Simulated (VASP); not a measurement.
# HfB3N (Pmc2_1) in VASP: single point with PBE

Aim: the single point of HfB3N with PBE.

Program: VASP 6.6.1. These are calculated values, not measurements. Logs are shortened: lines on timing, memory, paths and dates and some standing lists are left out, and cuts for length are marked.

### 1 The cell of the first run

It takes space group Pmc2_1 (No. 26, orthorhombic). Conventional cell: a = 3.430 Å, b = 5.369 Å, c = 5.366 Å, α = 90.00°, β = 90.00°, γ = 90.00°. Within 3.2 Å of Hf (site symmetry m) lie 12 B at 2.39 to 3.15 Å and 2 N at 2.70 Å. B (site symmetry m) has 1 N at 1.58 Å and 2 B at 1.65 to 1.66 Å within 2.1 Å. B (site symmetry m) has 3 B at 1.65 to 1.69 Å within 2.2 Å. Within 2.0 Å of B (site symmetry m) lie 2 N at 1.47 to 1.54 Å and 1 B at 1.69 Å. Within 2.0 Å of N (site symmetry m) lie 3 B at 1.47 to 1.58 Å.

### 2 Single point, PBE

INCAR reads:

```
SYSTEM = HfB3N
PREC = Accurate
ENCUT = 520
EDIFF = 1E-6
ISMEAR = 0
SIGMA = 0.2
LREAL = .FALSE.
LASPH = .TRUE.
NELM = 100
ALGO = Normal
ISIF = 2
LWAVE = .FALSE.
LCHARG = .FALSE.
GGA = PE
NBANDS = 35
```

KPOINTS reads:

```
regular mesh
0
G
  5 3 3
  0 0 0
```

POSCAR reads:

```
HfB3N
1.0
    3.4301646514      0.0000000000      0.0000000000
    0.0000000000      5.3692099136      0.0000000000
    0.0000000000      0.0000000000      5.3655680453
Hf B N
2 6 2
Direct
    0.0000000000      0.8310903395      0.0467209665
    0.0000000000      0.1689096605      0.5467209665
    0.5000000000      0.8418930066      0.6522077925
    0.5000000000      0.0725151008      0.8541852619
    0.5000000000      0.1581069934      0.1522077925
    0.5000000000      0.9274848992      0.3541852619
    0.5000000000      0.3868771266      0.8332332580
    0.5000000000      0.6131228734      0.3332332580
    0.5000000000      0.5510056934      0.6136527211
    0.5000000000      0.4489943066      0.1136527211
```

Potentials or basis: VASP PAW PBE potentials, release 64 (Hf_pv, B, N).

Command:

```
$ cat potpaw_PBE.64/Hf_pv/POTCAR potpaw_PBE.64/B/POTCAR potpaw_PBE.64/N/POTCAR > POTCAR
$ mpirun -np 1 vasp_std > vasp.out
```

OUTCAR:

```text
SYSTEM = HfB3N
   PREC = Accurate
   ENCUT = 520
   EDIFF = 1E-6
   ISMEAR = 0
   LREAL = .FALSE.
   LASPH = .TRUE.
   NELM = 100
   ISIF = 2
   GGA = PE

 ion  position               nearest neighbor table
   1  0.000  0.831  0.047-   4 2.39   4 2.39   6 2.44   6 2.44   5 2.52   5 2.52   8 2.58   8 2.58
                            10 2.70  10 2.70   3 2.73   3 2.73   2 3.24   2 3.24
   2  0.000  0.169  0.547-   6 2.39   6 2.39   4 2.44   4 2.44   3 2.52   3 2.52   7 2.58   7 2.58
                             9 2.70   9 2.70   5 2.73   5 2.73   1 3.24   1 3.24
   3  0.500  0.842  0.652-   9 1.58   4 1.65   6 1.66   8 2.11   2 2.52   2 2.52   1 2.73   1 2.73

   4  0.500  0.073  0.854-   3 1.65   5 1.66   7 1.69   1 2.39   1 2.39   2 2.44   2 2.44
   5  0.500  0.158  0.152-  10 1.58   6 1.65   4 1.66   7 2.11   1 2.52   1 2.52   2 2.73   2 2.73

   6  0.500  0.927  0.354-   5 1.65   3 1.66   8 1.69   2 2.39   2 2.39   1 2.44   1 2.44
   7  0.500  0.387  0.833-   9 1.47  10 1.54   4 1.69   5 2.11   2 2.58   2 2.58
   8  0.500  0.613  0.333-  10 1.47   9 1.54   6 1.69   3 2.11   1 2.58   1 2.58
   9  0.500  0.551  0.614-   7 1.47   8 1.54   3 1.58   2 2.70   2 2.70
  10  0.500  0.449  0.114-   8 1.47   7 1.54   5 1.58   1 2.70   1 2.70

  LATTYP: Found a simple orthorhombic cell.
 ALAT       =     3.4301646514
 B/A-ratio  =     1.5642304643
 C/A-ratio  =     1.5652921825

  Lattice vectors:

 A1 = (  -3.4301646514,   0.0000000000,   0.0000000000)
 A2 = (   0.0000000000,   0.0000000000,   5.3655680453)
 A3 = (   0.0000000000,   5.3692099136,   0.0000000000)

Analysis of symmetry for initial positions (statically):
=====================================================================
 Subroutine PRICEL returns:
 Original cell was already a primitive cell.

 Routine SETGRP: Setting up the symmetry group for a
 simple orthorhombic supercell.

 Subroutine GETGRP returns: Found  4 space group operations
 (whereof  2 operations were pure point group operations)
 out of a pool of  8 trial point group operations.

The static configuration has the point symmetry C_1h.
 The point group associated with its full space group is C_2v.

Analysis of symmetry for dynamics (positions and initial velocities):
=====================================================================
 Subroutine PRICEL returns:
 Original cell was already a primitive cell.

 Routine SETGRP: Setting up the symmetry group for a
 simple orthorhombic supercell.

 Subroutine GETGRP returns: Found  4 space group operations
 (whereof  2 operations were pure point group operations)
 out of a pool of  8 trial point group operations.

The dynamic configuration has the point symmetry C_1h.
 The point group associated with its full space group is C_2v.

 Subroutine INISYM returns: Found  4 space group operations
 (whereof  2 operations are pure point group operations),
 and found     1 'primitive' translations

----------------------------------------------------------------------------------------

                                     Primitive cell

  volume of cell :      98.8191

  direct lattice vectors                    reciprocal lattice vectors
     3.430164651  0.000000000  0.000000000     0.291531195  0.000000000  0.000000000
     0.000000000  5.369209914  0.000000000     0.000000000  0.186247142  0.000000000
     0.000000000  0.000000000  5.365568045     0.000000000  0.000000000  0.186373557

  length of vectors
     3.430164651  5.369209914  5.365568045     0.291531195  0.186247142  0.186373557

  position of ions in fractional coordinates (direct lattice)
     0.000000000  0.831090340  0.046720966
     0.000000000  0.168909660  0.546720966
     0.500000000  0.841893007  0.652207793
     0.500000000  0.072515101  0.854185262
     0.500000000  0.158106993  0.152207793
     0.500000000  0.927484899  0.354185262
     0.500000000  0.386877127  0.833233258
     0.500000000  0.613122873  0.333233258
     0.500000000  0.551005693  0.613652721
     0.500000000  0.448994307  0.113652721

  ion indices of the primitive-cell ions
   primitive index   ion index
                 1           1
                 2           2
                 3           3
                 4           4
                 5           5
                 6           6
                 7           7
                 8           8
                 9           9
                10          10

----------------------------------------------------------------------------------------

 KPOINTS: regular mesh

Automatic generation of k-mesh.
 Grid dimensions read from file:
 generate k-points for:    5    3    3

 Generating k-lattice:

  Cartesian coordinates                     Fractional coordinates (reciprocal lattice)
     0.058306239  0.000000000  0.000000000     0.200000000  0.000000000  0.000000000
     0.000000000  0.062082381  0.000000000     0.000000000  0.333333333  0.000000000
     0.000000000  0.000000000  0.062124519     0.000000000  0.000000000  0.333333333

  Length of vectors
     0.058306239  0.062082381  0.062124519

  Shift w.r.t. Gamma in fractional coordinates (k-lattice)
     0.000000000  0.000000000  0.000000000

 Subroutine IBZKPT returns following result:
 ===========================================

 Found     12 irreducible k-points:

 Following reciprocal coordinates:
            Coordinates               Weight
  0.000000  0.000000  0.000000      1.000000
  0.200000  0.000000  0.000000      2.000000
  0.400000  0.000000  0.000000      2.000000
  0.000000  0.333333  0.000000      2.000000
  0.200000  0.333333  0.000000      4.000000
  0.400000  0.333333  0.000000      4.000000
  0.000000  0.000000  0.333333      2.000000
  0.200000  0.000000  0.333333      4.000000
  0.400000  0.000000  0.333333      4.000000
  0.000000  0.333333  0.333333      4.000000
  0.200000  0.333333  0.333333      8.000000
  0.400000  0.333333  0.333333      8.000000
   k-points           NKPTS =     12   k-points in BZ     NKDIM =     12   number of bands    NBANDS=     35
   number of dos      NEDOS =    301   number of ions     NIONS =     10
   total plane-waves  NPLWV =  44800
   dimension x,y,z NGX =    28 NGY =   40 NGZ =   40
   dimension x,y,z NGXF=    56 NGYF=   80 NGZF=   80
   ions per type =               2   6   2
   NGX,Y,Z   is equivalent  to a cutoff of  13.57, 12.39, 12.39 a.u.
   NGXF,Y,Z  is equivalent  to a cutoff of  27.14, 24.77, 24.79 a.u.
 SYSTEM =  HfB3N
   PREC   = accura    normal or accurate (medium, high low for compatibility)
   ISTART =      0    job   : 0-new  1-cont  2-samecut
   ICHARG =      2    charge: 1-file 2-atom 10-const
   ISPIN  =      1    spin polarized calculation?
   LNONCOLLINEAR =      F non collinear calculations
   LSORBIT =      F    spin-orbit coupling
   LASPH  =      T    aspherical Exc in radial PAW
   ENCUT  =  520.0 eV  38.22 Ry    6.18 a.u.   6.38  9.98  9.98*2*pi/ulx,y,z
   NELM   =    100;   NELMIN=  2; NELMDL= -5     # of ELM steps
   EDIFF  = 0.1E-05   stopping-criterion for ELM
   LREAL  =      F    real-space projection
   EDIFFG = 0.1E-04   stopping-criterion for IOM
   NSW    =      0    number of steps for IOM
   IBRION =     -1    ionic relax: 0-MD 1-quasi-New 2-CG
   NFREE  =      0    steps in history (QN), initial steepest desc. (CG)
   ISIF   =      2    stress and relaxation
   ISYM   =      2    0-nonsym 1-usesym 2-fastsym
   POTIM  = 0.5000    time-step for ionic-motion
   TEBEG  =    0.0;   TEEND  =   0.0 temperature during run
   PSTRESS=    0.0 pullay stress
   NELECT =      48.0000    total number of electrons
   NUPDOWN=      -1.0000    fix difference up-down
   EMIN   =  10.00;   EMAX   =-10.00  energy-range for DOS
   EFERMI =   0.00;   METHOD = LEGACY
   ISMEAR =     0;   SIGMA  =   0.20  broadening in eV -4-tet -1-fermi 0-gaus
   EFERMI_NEDOS =   21; number of points for ismear=-14 and -15
   IALGO  =     38    algorithm
   IMIX   =      4    mixing-type and parameters
     AMIX     =   0.40;   BMIX     =  1.00
     AMIX_MAG =   1.60;   BMIX_MAG =  1.00
  volume/ion in A,a.u.               =       9.88        66.69
  Fermi-wavevector in a.u.,A,eV,Ry     =   1.286890  2.431870 22.532430  1.656087
  Thomas-Fermi vector in A             =   2.418938
   LORBIT       =      0    0 simple, 1 ext, 2 COOP (PROOUT), +10 PAW based schemes
   GGA     = PE    functional components
   LHFCALC =     F    Hartree Fock is set to
   AEXX    =    0.0000 exact exchange contribution
   IVDW    =     0    specifies the selected vdW correction
   LEPSILON=     F    determine dielectric tensor
   LRPA    =     F    only Hartree local field effects (RPA)
 non-spin polarized calculation
 Gauss-broadening in eV      SIGMA  =   0.20
  energy-cutoff  :      520.00
  volume of cell :       98.82
 maximum number of plane-waves:      2672
 NGX is ok and might be reduce to    28
   NGX = 13   NGY = 19   NGZ = 19

 number of electron      47.9999997 magnetization

 Free energy of the ion-electron system (eV)
  ---------------------------------------------------
  ext. energy  EPLUGINS =         0.00000000
  ---------------------------------------------------
  free energy    TOTEN  =       -79.99805370 eV

  energy without entropy =      -79.96045976  energy(sigma->0) =      -79.97925673

 E-fermi :   6.5490     XC(G=0): -11.5873

 val. band max:        6.5414350485   @ k =   0.0000   0.3333   0.0000
 cond. band min:       6.6920134525   @ k =   0.0000   0.0000   0.0000
 fundamental gap:      0.1505784041
 Fermi energy:         6.5490301564

 k-point     1 :       0.0000    0.0000    0.0000
  band No.  band energies     occupation
      1     -24.6987      2.00000
      2     -24.6453      2.00000
      3     -24.5711      2.00000
      4     -24.5458      2.00000
      5     -24.4953      2.00000
      6     -24.3657      2.00000
[... 27 lines left out ...]
     34      11.5032      0.00000
     35      12.5102      0.00000
[... 387 lines left out ...]
      5     -24.4624      2.00000
      6     -24.3741      2.00000
[... 27 lines left out ...]
     34      12.4290      0.00000
     35      12.7417      0.00000

------------------------ aborting loop because EDIFF is reached ----------------------------------------

  FORCE on cell =-STRESS in cart. coord.  units (eV):
  Direction    XX          YY          ZZ          XY          YZ          ZX
  --------------------------------------------------------------------------------------
  -------------------------------------------------------------------------------------
  Total       -0.4587332     -0.4627922     -0.2277371      0.0000000      0.0000000      0.0000000
  in kB       -7.4375467     -7.5033564     -3.6923535      0.0000000      0.0000000      0.0000000
  external PRESSURE =      -6.2110855 kB  Pullay stress =       0.0000000 kB

 VOLUME and BASIS-vectors are now :
 -----------------------------------------------------------------------------
  energy-cutoff  :      520.00
  volume of cell :       98.82
      direct lattice vectors                 reciprocal lattice vectors
     3.430164651  0.000000000  0.000000000     0.291531195  0.000000000  0.000000000
     0.000000000  5.369209914  0.000000000     0.000000000  0.186247142  0.000000000
     0.000000000  0.000000000  5.365568045     0.000000000  0.000000000  0.186373557

 POSITION                                       TOTAL-FORCE (eV/Angst)
 -----------------------------------------------------------------------------------
      0.00000      4.46230      0.25068         0.000000      0.001874      0.007524
      0.00000      0.90691      2.93347         0.000000     -0.001874      0.007524
      1.71508      4.52030      3.49947         0.000000      0.042376      0.019164
      1.71508      0.38935      4.58319         0.000000     -0.002853     -0.017052
      1.71508      0.84891      0.81668         0.000000     -0.042376      0.019164
      1.71508      4.97986      1.90041         0.000000      0.002853     -0.017052
      1.71508      2.07722      4.47077         0.000000     -0.028189      0.007451
      1.71508      3.29199      1.78799         0.000000      0.028189      0.007451
      1.71508      2.95847      3.29260         0.000000     -0.019478     -0.017087
      1.71508      2.41074      0.60981         0.000000      0.019478     -0.017087
 -----------------------------------------------------------------------------------
    total drift:                                0.000000     -0.000000      0.000308

  FREE ENERGIE OF THE ION-ELECTRON SYSTEM (eV)
  ---------------------------------------------------
  free  energy   TOTEN  =       -79.9980537021 eV

  energy  without entropy=      -79.9604597611  energy(sigma->0) =      -79.97925673
```

Run time: 18 s. Hardware: 1 thread of Intel Xeon 6975P-C (Granite Rapids), shared host; peak memory 0.21 GiB.

What came out:

```
Free energy            : -79.9981 eV
Pressure               : -0.6 GPa
Largest force          : 0.047 eV/Å
Band gap on the k mesh : zero (band 24 reaches 6.70 eV, above the bottom of band 25 at 6.50 eV)
```

Forces in eV/Å, atoms in the order of the input:
```
Hf   0.000  0.002  0.008
Hf   0.000 -0.002  0.008
B    0.000  0.042  0.019
B    0.000 -0.003 -0.017
B    0.000 -0.042  0.019
B    0.000  0.003 -0.017
B    0.000 -0.028  0.007
B    0.000  0.028  0.007
N    0.000 -0.019 -0.017
N    0.000  0.019 -0.017
```

Stress tensor (GPa, compression positive):
```
-0.74  0.00  0.00
 0.00 -0.75  0.00
 0.00  0.00 -0.37
```

Caveat: the k points lie up to 0.39 Å⁻¹ apart; spin-orbit coupling is left out, which moves the levels of the heavy elements.
